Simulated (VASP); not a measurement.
# C in VASP: single point with PBE

Aim: the single point of C with PBE.

All numbers are computed with VASP 6.6.1; they aren't measurements. Logs are shortened: lines on timing, memory, paths and dates and some standing lists are left out, and cuts for length are marked.

## Step 1: The cell of the first run

The cell holds a slab with vacuum, 2 atoms: a = 2.460 Å, b = 2.460 Å, c = 13.011 Å, α = 90.00°, β = 90.00°, γ = 120.00°.

## Step 2: Single point, PBE

Contents of INCAR:

```
ALGO = Normal
EDIFF = 1E-6
ENCUT = 520
GGA = PE
GGA_COMPAT = False
ISIF = 2
ISMEAR = 0
LASPH = True
LCHARG = False
LREAL = False
LWAVE = False
NBANDS = 11
NELM = 120
NELMDL = -8
PREC = Accurate
SIGMA = 0.05
```

Contents of KPOINTS:

```
k-points
0
Gamma
  30 30 1
```

Contents of POSCAR:

```
C
1.0
    2.4599989200      0.0000000000      0.0000000000
   -1.2299994600      2.1304215600      0.0000000000
    0.0000000000      0.0000000000     13.0111500000
C
2
Direct
    0.3333333300      0.6666666700      0.5004284800
    0.6666666700      0.3333333300      0.4995715200
```

Potentials or basis: VASP PAW PBE potentials, release 64 (C).

The run is started by

```
$ cat potpaw_PBE.64/C/POTCAR > POTCAR
$ mpirun -np 1 vasp_std > vasp.out
```

OUTCAR:

```text
EDIFF = 1E-6
   ENCUT = 520
   GGA = PE
   ISIF = 2
   ISMEAR = 0
   LASPH = True
   LREAL = False
   NELM = 120
   NELMDL = -8
   PREC = Accurate

 ion  position               nearest neighbor table
   1  0.333  0.667  0.500-   2 1.42   2 1.42   2 1.42
   2  0.667  0.333  0.500-   1 1.42   1 1.42   1 1.42

  LATTYP: Found a hexagonal cell.
 ALAT       =     2.4599989200
 C/A-ratio  =     5.2890876879

  Lattice vectors:

 A1 = (   2.4599989200,   0.0000000000,   0.0000000000)
 A2 = (  -1.2299994600,   2.1304215600,   0.0000000000)
 A3 = (   0.0000000000,   0.0000000000,  13.0111500000)

Analysis of symmetry for initial positions (statically):
=====================================================================
 Subroutine PRICEL returns:
 Original cell was already a primitive cell.

 Routine SETGRP: Setting up the symmetry group for a
 hexagonal supercell.

 Subroutine GETGRP returns: Found 12 space group operations
 (whereof 12 operations were pure point group operations)
 out of a pool of 24 trial point group operations.

The static configuration has the point symmetry D_3d.

Analysis of symmetry for dynamics (positions and initial velocities):
=====================================================================
 Subroutine PRICEL returns:
 Original cell was already a primitive cell.

 Routine SETGRP: Setting up the symmetry group for a
 hexagonal supercell.

 Subroutine GETGRP returns: Found 12 space group operations
 (whereof 12 operations were pure point group operations)
 out of a pool of 24 trial point group operations.

The dynamic configuration has the point symmetry D_3d.

 Subroutine INISYM returns: Found 12 space group operations
 (whereof 12 operations are pure point group operations),
 and found     1 'primitive' translations

----------------------------------------------------------------------------------------

                                     Primitive cell

  volume of cell :      68.1893

  direct lattice vectors                    reciprocal lattice vectors
     2.459998920  0.000000000  0.000000000     0.406504244  0.234695334  0.000000000
    -1.229999460  2.130421560  0.000000000     0.000000000  0.469390668  0.000000000
     0.000000000  0.000000000 13.011150000     0.000000000  0.000000000  0.076857157

  length of vectors
     2.459998920  2.459998922 13.011150000     0.469390669  0.469390668  0.076857157

  position of ions in fractional coordinates (direct lattice)
     0.333333330  0.666666670  0.500428480
     0.666666670  0.333333330  0.499571520

  ion indices of the primitive-cell ions
   primitive index   ion index
                 1           1
                 2           2

----------------------------------------------------------------------------------------

 KPOINTS: k-points

Automatic generation of k-mesh.
 Grid dimensions read from file:
 generate k-points for:   30   30    1

 Generating k-lattice:

  Cartesian coordinates                     Fractional coordinates (reciprocal lattice)
     0.013550141  0.007823178  0.000000000     0.033333333 -0.000000000  0.000000000
     0.000000000  0.015646356  0.000000000     0.000000000  0.033333333  0.000000000
     0.000000000  0.000000000  0.076857157     0.000000000  0.000000000  1.000000000

  Length of vectors
     0.015646356  0.015646356  0.076857157

  Shift w.r.t. Gamma in fractional coordinates (k-lattice)
     0.000000000  0.000000000  0.000000000

 Subroutine IBZKPT returns following result:
 ===========================================

 Found     91 irreducible k-points:

 Following reciprocal coordinates:
            Coordinates               Weight
  0.000000  0.000000  0.000000      1.000000
  0.033333 -0.000000  0.000000      6.000000
  0.066667 -0.000000  0.000000      6.000000
  0.100000 -0.000000  0.000000      6.000000
  0.133333 -0.000000  0.000000      6.000000
  0.166667  0.000000  0.000000      6.000000
[... 16 lines left out ...]
  0.233333  0.033333  0.000000     12.000000
  0.266667  0.033333  0.000000     12.000000
 [... further k-points ...]
   k-points           NKPTS =     91   k-points in BZ     NKDIM =     91   number of bands    NBANDS=     11
   number of dos      NEDOS =    301   number of ions     NIONS =      2
   total plane-waves  NPLWV =  31752
   dimension x,y,z NGX =    18 NGY =   18 NGZ =   98
   dimension x,y,z NGXF=    36 NGYF=   36 NGZF=  196
   ions per type =               2
   NGX,Y,Z   is equivalent  to a cutoff of  12.16, 12.16, 12.52 a.u.
   NGXF,Y,Z  is equivalent  to a cutoff of  24.33, 24.33, 25.04 a.u.
 SYSTEM =  unknown system
   PREC   = accura    normal or accurate (medium, high low for compatibility)
   ISTART =      0    job   : 0-new  1-cont  2-samecut
   ICHARG =      2    charge: 1-file 2-atom 10-const
   ISPIN  =      1    spin polarized calculation?
   LNONCOLLINEAR =      F non collinear calculations
   LSORBIT =      F    spin-orbit coupling
   LASPH  =      T    aspherical Exc in radial PAW
   ENCUT  =  520.0 eV  38.22 Ry    6.18 a.u.   4.57  4.57 24.19*2*pi/ulx,y,z
   NELM   =    120;   NELMIN=  2; NELMDL= -8     # of ELM steps
   EDIFF  = 0.1E-05   stopping-criterion for ELM
   LREAL  =      F    real-space projection
   EDIFFG = 0.1E-04   stopping-criterion for IOM
   NSW    =      0    number of steps for IOM
   IBRION =     -1    ionic relax: 0-MD 1-quasi-New 2-CG
   NFREE  =      0    steps in history (QN), initial steepest desc. (CG)
   ISIF   =      2    stress and relaxation
   ISYM   =      2    0-nonsym 1-usesym 2-fastsym
   POTIM  = 0.5000    time-step for ionic-motion
   TEBEG  =    0.0;   TEEND  =   0.0 temperature during run
   PSTRESS=    0.0 pullay stress
   NELECT =       8.0000    total number of electrons
   NUPDOWN=      -1.0000    fix difference up-down
   EMIN   =  10.00;   EMAX   =-10.00  energy-range for DOS
   EFERMI =   0.00;   METHOD = LEGACY
   ISMEAR =     0;   SIGMA  =   0.05  broadening in eV -4-tet -1-fermi 0-gaus
   EFERMI_NEDOS =   21; number of points for ismear=-14 and -15
   IALGO  =     38    algorithm
   IMIX   =      4    mixing-type and parameters
     AMIX     =   0.40;   BMIX     =  1.00
     AMIX_MAG =   1.60;   BMIX_MAG =  1.00
  volume/ion in A,a.u.               =      34.09       230.08
  Fermi-wavevector in a.u.,A,eV,Ry     =   0.801431  1.514485  8.738907  0.642292
  Thomas-Fermi vector in A             =   1.908917
   LORBIT       =      0    0 simple, 1 ext, 2 COOP (PROOUT), +10 PAW based schemes
   GGA     = PE    functional components
   LHFCALC =     F    Hartree Fock is set to
   AEXX    =    0.0000 exact exchange contribution
   IVDW    =     0    specifies the selected vdW correction
   LEPSILON=     F    determine dielectric tensor
   LRPA    =     F    only Hartree local field effects (RPA)
 non-spin polarized calculation
 Gauss-broadening in eV      SIGMA  =   0.05
  energy-cutoff  :      520.00
  volume of cell :       68.19
 maximum number of plane-waves:      1868
   NGX =  9   NGY =  9   NGZ = 49

 number of electron       7.9999997 magnetization

 Free energy of the ion-electron system (eV)
  ---------------------------------------------------
  ext. energy  EPLUGINS =         0.00000000
  ---------------------------------------------------
  free energy    TOTEN  =       -18.44896858 eV

  energy without entropy =      -18.44884321  energy(sigma->0) =      -18.44890589

 E-fermi :  -1.9095     XC(G=0):  -3.2978

 val. band max:       -1.9094685847   @ k =   0.3333   0.3333   0.0000
 cond. band min:      -1.9094680807   @ k =   0.3333   0.3333   0.0000
 fundamental gap:      0.0000005040
 Fermi energy:        -1.9094683330

 k-point     1 :       0.0000    0.0000    0.0000
  band No.  band energies     occupation
      1     -21.4900      2.00000
      2      -9.5754      2.00000
      3      -4.9514      2.00000
      4      -4.9514      2.00000
      5       1.2978      0.00000
      6       2.3294      0.00000
      7       3.0591      0.00000
      8       5.6626      0.00000
      9       6.4439      0.00000
     10       6.4439      0.00000
     11       6.6937      0.00000

 k-point     2 :       0.0333   -0.0000    0.0000
  band No.  band energies     occupation
      1     -21.4637      2.00000
      2      -9.5438      2.00000
      3      -5.0605      2.00000
      4      -5.0093      2.00000
      5       1.3336      0.00000
      6       2.3654      0.00000
      7       3.0953      0.00000
      8       5.6980      0.00000
      9       6.4542      0.00000
     10       6.5595      0.00000
     11       6.7354      0.00000

 k-point     3 :       0.0667   -0.0000    0.0000
  band No.  band energies     occupation
      1     -21.3846      2.00000
      2      -9.4492      2.00000
      3      -5.3769      2.00000
      4      -5.1751      2.00000
      5       1.4411      0.00000
      6       2.4735      0.00000
      7       3.2040      0.00000
      8       5.8043      0.00000
      9       6.4794      0.00000
     10       6.8539      0.00000
     11       6.8978      0.00000

 k-point     4 :       0.1000   -0.0000    0.0000
  band No.  band energies     occupation
      1     -21.2529      2.00000
      2      -9.2920      2.00000
      3      -5.8716      2.00000
      4      -5.4282      2.00000
      5       1.6204      0.00000
      6       2.6534      0.00000
      7       3.3853      0.00000
      8       5.9812      0.00000
      9       6.5012      0.00000
     10       7.0392      0.00000
     11       7.4366      0.00000
[... 239 lines left out ...]
 k-point    22 :       0.2000    0.0333    0.0000
  band No.  band energies     occupation
      1     -20.3627      2.00000
      2      -8.4929      2.00000
      3      -8.2382      2.00000
      4      -6.7076      2.00000
      5       2.8382      0.00000
      6       3.8693      0.00000
      7       4.6166      0.00000
      8       6.2312      0.00000
      9       6.4256      0.00000
     10       7.1946      0.00000
     11       8.2472      0.00000

 k-point    23 :       0.2333    0.0333    0.0000
  band No.  band energies     occupation
      1     -19.9989      2.00000
      2      -9.3560      2.00000
      3      -7.8148      2.00000
      4      -7.0570      2.00000
      5       3.3381      0.00000
      6       4.3521      0.00000
      7       5.1163      0.00000
      8       5.3821      0.00000
      9       6.3068      0.00000
     10       7.6800      0.00000
     11       8.7391      0.00000

 k-point    24 :       0.2667    0.0333    0.0000
  band No.  band energies     occupation
      1     -19.5856      2.00000
      2     -10.2366      2.00000
      3      -7.3805      2.00000
      4      -7.3388      2.00000
      5       3.9041      0.00000
      6       4.3684      0.00000
      7       5.0166      0.00000
      8       5.6928      0.00000
      9       6.1914      0.00000
     10       8.2363      0.00000
     11       9.3017      0.00000

 [... further k-points ...]
[... 5 lines left out ...]
  --------------------------------------------------------------------------------------
  -------------------------------------------------------------------------------------
  Total        0.4381762      0.4381762     -0.0127979      0.0000000      0.0000000      0.0000000
  in kB       10.2953987     10.2953987     -0.3006992      0.0000000      0.0000000      0.0000000
  external PRESSURE =       6.7633661 kB  Pullay stress =       0.0000000 kB

 VOLUME and BASIS-vectors are now :
 -----------------------------------------------------------------------------
  energy-cutoff  :      520.00
  volume of cell :       68.19
      direct lattice vectors                 reciprocal lattice vectors
     2.459998920  0.000000000  0.000000000     0.406504244  0.234695334  0.000000000
    -1.229999460  2.130421560  0.000000000     0.000000000  0.469390668  0.000000000
     0.000000000  0.000000000 13.011150000     0.000000000  0.000000000  0.076857157

 POSITION                                       TOTAL-FORCE (eV/Angst)
 -----------------------------------------------------------------------------------
     -0.00000      1.42028      6.51115        -0.000000      0.000000     -0.186613
      1.23000      0.71014      6.50000         0.000000      0.000000      0.186613
 -----------------------------------------------------------------------------------
    total drift:                                0.000000     -0.000000      0.000000

  FREE ENERGIE OF THE ION-ELECTRON SYSTEM (eV)
  ---------------------------------------------------
  free  energy   TOTEN  =       -18.4489685824 eV

  energy  without entropy=      -18.4488432069  energy(sigma->0) =      -18.44890589
```

Run time: 70 s. Hardware: 1 thread of AMD EPYC 7R43 (Zen 3), shared host; peak memory 0.16 GiB.

Results:

| Property | Result |
| --- | --- |
| Free energy | -18.4490 eV |
| Largest force | 0.187 eV/Å |
| Band gap on the k mesh | zero (filled and empty bands touch) |

Forces on the atoms (eV/Å):
```
C    0.000  0.000 -0.187
C    0.000  0.000  0.187
```
